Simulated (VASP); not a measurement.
# Re (R-3m) in VASP: notebook, part 3 of 3

VASP 6.6.1. Earlier steps stand in the parts before.

## 5. Single point, PBEsol (15.41 Å³/atom)

This run uses another cell than the first one, of 15.41 Å³/atom.

INCAR

```
SYSTEM = Re
PREC     = Accurate       ! precision mode
ENCUT    = 520            ! plane-wave cutoff, eV
EDIFF    = 1E-6           ! SCF threshold, eV
ISMEAR   = -1             ! smearing method
SIGMA    = 0.05           ! smearing width, eV
LREAL    = .False.        ! projectors in reciprocal space
LASPH    = .True.         ! aspherical terms in the spheres
NELM     = 60             ! most SCF steps
ALGO     = Normal         ! electronic algorithm
ISIF     = 2              ! what is computed and relaxed
LWAVE    = .False.        ! write WAVECAR
LCHARG   = .False.        ! write CHGCAR
GGA      = PS             ! functional
NBANDS   = 18             ! bands
```

KPOINTS

```
regular mesh
0
Gamma
  15 15 15
  0 0 0
```

POSCAR

```
Re
1.0
    1.4021347560      0.8095228788      6.7867577774
   -1.4021347560      0.8095228788      6.7867577774
    0.0000000000     -1.6190457577      6.7867577774
Re
3
Direct
    0.0000000000      0.0000000000      0.0000000000
    0.2221738800      0.2221738800      0.2221738800
    0.7778261200      0.7778261200      0.7778261200
```

Potentials or basis: VASP PAW PBE potentials, release 64 (Re).

Launch:

```bash
$ cat potpaw_PBE.64/Re/POTCAR > POTCAR
$ mpirun -np 1 vasp_std > vasp.out
```

OUTCAR:

```text
SYSTEM = Re
   PREC = Accurate
   ENCUT = 520
   EDIFF = 1E-6
   ISMEAR = -1
   LREAL = .False.
   LASPH = .True.
   NELM = 60
   ISIF = 2
   GGA = PS

 ion  position               nearest neighbor table
   1  0.000  0.000  0.000-   3 2.78   3 2.78   2 2.78   2 2.78   3 2.78   2 2.78
   2  0.222  0.222  0.222-   3 2.78   3 2.78   3 2.78   1 2.78   1 2.78   1 2.78
   3  0.778  0.778  0.778-   2 2.78   2 2.78   2 2.78   1 2.78   1 2.78   1 2.78

  LATTYP: Found a trigonal (rhomboedric) cell.
 ALAT       =     6.9772050489
 COS(alpha) =     0.9192306603

  Lattice vectors:

 A1 = (   1.4021347560,   0.8095228788,   6.7867577774)
 A2 = (  -1.4021347560,   0.8095228788,   6.7867577774)
 A3 = (   0.0000000000,  -1.6190457577,   6.7867577774)

Analysis of symmetry for initial positions (statically):
=====================================================================
 Subroutine PRICEL returns:
 Original cell was already a primitive cell.

 Routine SETGRP: Setting up the symmetry group for a
 trigonal (rhombohedral) supercell.

 Subroutine GETGRP returns: Found 12 space group operations
 (whereof 12 operations were pure point group operations)
 out of a pool of 12 trial point group operations.

The static configuration has the point symmetry D_3d.

Analysis of symmetry for dynamics (positions and initial velocities):
=====================================================================
 Subroutine PRICEL returns:
 Original cell was already a primitive cell.

 Routine SETGRP: Setting up the symmetry group for a
 trigonal (rhombohedral) supercell.

 Subroutine GETGRP returns: Found 12 space group operations
 (whereof 12 operations were pure point group operations)
 out of a pool of 12 trial point group operations.

The dynamic configuration has the point symmetry D_3d.

 Subroutine INISYM returns: Found 12 space group operations
 (whereof 12 operations are pure point group operations),
 and found     1 'primitive' translations

----------------------------------------------------------------------------------------

                                     Primitive cell

  volume of cell :      46.2203

  direct lattice vectors                    reciprocal lattice vectors
     1.402134756  0.809522879  6.786757777     0.356599106  0.205882590  0.049115254
    -1.402134756  0.809522879  6.786757777    -0.356599106  0.205882590  0.049115254
     0.000000000 -1.619045758  6.786757777     0.000000000 -0.411765179  0.049115254

  length of vectors
     6.977205049  6.977205049  6.977205049     0.414684062  0.414684062  0.414684062

  position of ions in fractional coordinates (direct lattice)
     0.000000000  0.000000000  0.000000000
     0.222173880  0.222173880  0.222173880
     0.777826120  0.777826120  0.777826120

  ion indices of the primitive-cell ions
   primitive index   ion index
                 1           1
                 2           2
                 3           3

----------------------------------------------------------------------------------------

 KPOINTS: regular mesh

Automatic generation of k-mesh.
 Grid dimensions read from file:
 generate k-points for:   15   15   15

 Generating k-lattice:

  Cartesian coordinates                     Fractional coordinates (reciprocal lattice)
     0.023773274  0.013725506  0.003274350     0.066666667  0.000000000  0.000000000
    -0.023773274  0.013725506  0.003274350     0.000000000  0.066666667  0.000000000
     0.000000000 -0.027451012  0.003274350    -0.000000000 -0.000000000  0.066666667

  Length of vectors
     0.027645604  0.027645604  0.027645604

  Shift w.r.t. Gamma in fractional coordinates (k-lattice)
     0.000000000  0.000000000  0.000000000

 Subroutine IBZKPT returns following result:
 ===========================================

 Found    344 irreducible k-points:

 Following reciprocal coordinates:
            Coordinates               Weight
  0.000000  0.000000  0.000000      1.000000
  0.066667 -0.000000  0.000000      6.000000
  0.133333 -0.000000 -0.000000      6.000000
  0.200000 -0.000000  0.000000      6.000000
  0.266667 -0.000000 -0.000000      6.000000
  0.333333 -0.000000  0.000000      6.000000
[... 16 lines left out ...]
  0.133333  0.133333 -0.000000      6.000000
  0.200000  0.133333  0.000000     12.000000
 [... further k-points ...]
   k-points           NKPTS =    344   k-points in BZ     NKDIM =    344   number of bands    NBANDS=     18
   number of dos      NEDOS =    301   number of ions     NIONS =      3
   total plane-waves  NPLWV = 157464
   dimension x,y,z NGX =    54 NGY =   54 NGZ =   54
   dimension x,y,z NGXF=   108 NGYF=  108 NGZF=  108
   ions per type =               3
   NGX,Y,Z   is equivalent  to a cutoff of  12.87, 12.87, 12.87 a.u.
   NGXF,Y,Z  is equivalent  to a cutoff of  25.73, 25.73, 25.73 a.u.
 SYSTEM =  Re
   PREC   = accura    normal or accurate (medium, high low for compatibility)
   ISTART =      0    job   : 0-new  1-cont  2-samecut
   ICHARG =      2    charge: 1-file 2-atom 10-const
   ISPIN  =      1    spin polarized calculation?
   LNONCOLLINEAR =      F non collinear calculations
   LSORBIT =      F    spin-orbit coupling
   LASPH  =      T    aspherical Exc in radial PAW
   ENCUT  =  520.0 eV  38.22 Ry    6.18 a.u.  12.97 12.97 12.97*2*pi/ulx,y,z
   NELM   =     60;   NELMIN=  2; NELMDL= -5     # of ELM steps
   EDIFF  = 0.1E-05   stopping-criterion for ELM
   LREAL  =      F    real-space projection
   EDIFFG = 0.1E-04   stopping-criterion for IOM
   NSW    =      0    number of steps for IOM
   IBRION =     -1    ionic relax: 0-MD 1-quasi-New 2-CG
   NFREE  =      0    steps in history (QN), initial steepest desc. (CG)
   ISIF   =      2    stress and relaxation
   ISYM   =      2    0-nonsym 1-usesym 2-fastsym
   POTIM  = 0.5000    time-step for ionic-motion
   TEBEG  =    0.0;   TEEND  =   0.0 temperature during run
   PSTRESS=    0.0 pullay stress
   NELECT =      21.0000    total number of electrons
   NUPDOWN=      -1.0000    fix difference up-down
   EMIN   =  10.00;   EMAX   =-10.00  energy-range for DOS
   EFERMI =   0.00;   METHOD = LEGACY
   ISMEAR =    -1;   SIGMA  =   0.05  broadening in eV -4-tet -1-fermi 0-gaus
   EFERMI_NEDOS =   21; number of points for ismear=-14 and -15
   IALGO  =     38    algorithm
   IMIX   =      4    mixing-type and parameters
     AMIX     =   0.40;   BMIX     =  1.00
     AMIX_MAG =   1.60;   BMIX_MAG =  1.00
  volume/ion in A,a.u.               =      15.41       103.97
  Fermi-wavevector in a.u.,A,eV,Ry     =   1.258550  2.378314 21.550918  1.583948
  Thomas-Fermi vector in A             =   2.392154
   LORBIT       =      0    0 simple, 1 ext, 2 COOP (PROOUT), +10 PAW based schemes
   GGA     = PS    functional components
   LHFCALC =     F    Hartree Fock is set to
   AEXX    =    0.0000 exact exchange contribution
   IVDW    =     0    specifies the selected vdW correction
   LEPSILON=     F    determine dielectric tensor
   LRPA    =     F    only Hartree local field effects (RPA)
 non-spin polarized calculation
  energy-cutoff  :      520.00
  volume of cell :       46.22
 maximum number of plane-waves:      1259
 NGX is ok and might be reduce to    54
   NGX = 25   NGY = 25   NGZ = 25

 number of electron      21.0000000 magnetization

 Free energy of the ion-electron system (eV)
  ---------------------------------------------------
  ext. energy  EPLUGINS =         0.00000000
  ---------------------------------------------------
  free energy    TOTEN  =       -39.91845451 eV

  energy without entropy =      -39.89686318  energy(sigma->0) =      -39.90765884

 E-fermi :   7.2489     XC(G=0): -13.5691

 val. band max:        7.2411814811   @ k =  -0.1333   0.1333   0.1333
 cond. band min:       7.2492931465   @ k =   0.4667   0.2667   0.0667
 fundamental gap:      0.0081116654
 Fermi energy:         7.2488921881

 k-point     1 :       0.0000    0.0000    0.0000
  band No.  band energies     occupation
      1      -2.4194      2.00000
      2       0.6094      2.00000
      3       0.6691      2.00000
      4       5.4135      2.00000
      5       5.4135      2.00000
      6       5.4679      2.00000
[... 10 lines left out ...]
     17      10.2039      0.00000
     18      10.2039      0.00000
[... 466 lines left out ...]
      2       1.4137      2.00000
      3       1.8407      2.00000
      4       3.9735      2.00000
      5       4.1265      2.00000
      6       4.6704      2.00000
[... 10 lines left out ...]
     17      10.8130      0.00000
     18      11.7430      0.00000

 [... further k-points ...]

------------------------ aborting loop because EDIFF is reached ----------------------------------------

  FORCE on cell =-STRESS in cart. coord.  units (eV):
  Direction    XX          YY          ZZ          XY          YZ          ZX
  --------------------------------------------------------------------------------------
  -------------------------------------------------------------------------------------
  Total       -5.6445652     -5.6445652     -5.9520664      0.0000000      0.0000000      0.0000000
  in kB     -195.6629489   -195.6629489   -206.3221564      0.0000000      0.0000000      0.0000000
  external PRESSURE =    -199.2160181 kB  Pullay stress =       0.0000000 kB

 VOLUME and BASIS-vectors are now :
 -----------------------------------------------------------------------------
  energy-cutoff  :      520.00
  volume of cell :       46.22
      direct lattice vectors                 reciprocal lattice vectors
     1.402134756  0.809522879  6.786757777     0.356599106  0.205882590  0.049115254
    -1.402134756  0.809522879  6.786757777    -0.356599106  0.205882590  0.049115254
     0.000000000 -1.619045758  6.786757777     0.000000000 -0.411765179  0.049115254

 POSITION                                       TOTAL-FORCE (eV/Angst)
 -----------------------------------------------------------------------------------
      0.00000      0.00000      0.00000         0.000000     -0.000000     -0.000000
      0.00000     -0.00000      4.52352         0.000000      0.000000     -0.013452
      0.00000     -0.00000     15.83675         0.000000     -0.000000      0.013452
 -----------------------------------------------------------------------------------
    total drift:                                0.000000     -0.000000     -0.000000

  FREE ENERGIE OF THE ION-ELECTRON SYSTEM (eV)
  ---------------------------------------------------
  free  energy   TOTEN  =       -39.9184545063 eV

  energy  without entropy=      -39.8968631800  energy(sigma->0) =      -39.90765884
```

Run time: 20 min. Hardware: 1 thread of Intel Xeon Platinum 8488C (Sapphire Rapids), shared host; peak memory 0.55 GiB.

What came out:

| Item | Value |
| --- | --- |
| Free energy | -39.9185 eV |
| Pressure | -19.9 GPa |
| Largest force | 0.013 eV/Å |
| Band gap on the k mesh | zero (an odd number of electrons rules out a gap without spin polarisation) |

Forces on the atoms (eV/Å):
```
Re   0.000  0.000  0.000
Re   0.000  0.000 -0.013
Re   0.000  0.000  0.013
```

Stress tensor (GPa, compression positive):
```
-19.57   0.00   0.00
  0.00 -19.57   0.00
  0.00   0.00 -20.63
```

Caveat: the cell stands under tension; the PAW data sets were made with another functional, which shifts forces and pressure a little; spin-orbit coupling is left out, which moves the levels of the heavy elements.

## 6. Overview

| cell | gap on the mesh (eV) | pressure (GPa) | largest force (eV/Å) |
| --- | --- | --- | --- |
| a = 6.746 Å, angles 23.2°, 3 atoms | none | 19.8 | 0.05 |
| a = 6.840 Å, angles 23.2°, 3 atoms | none | 1.2 | 0.04 |
| a = 6.909 Å, angles 23.2°, 3 atoms | none | -10.3 | 0.02 |
| a = 6.977 Å, angles 23.2°, 3 atoms | none | -19.9 | 0.01 |

Alike in all rows: task single point; level PBEsol; potentials or basis VASP PAW PBE potentials, release 64 (Re); no spin polarisation; k mesh 15 × 15 × 15; cutoff (eV) 520; smearing fermi-dirac 0.05 eV.

Caveats: the PAW data sets were made with another functional, which shifts forces and pressure a little; spin-orbit coupling is left out, which moves the levels of the heavy elements; the cell stands under tension (at least some runs); the cell stands under pressure (at least some runs).

Total energies depend on the potentials used, so only differences within one code and one set of settings carry meaning.
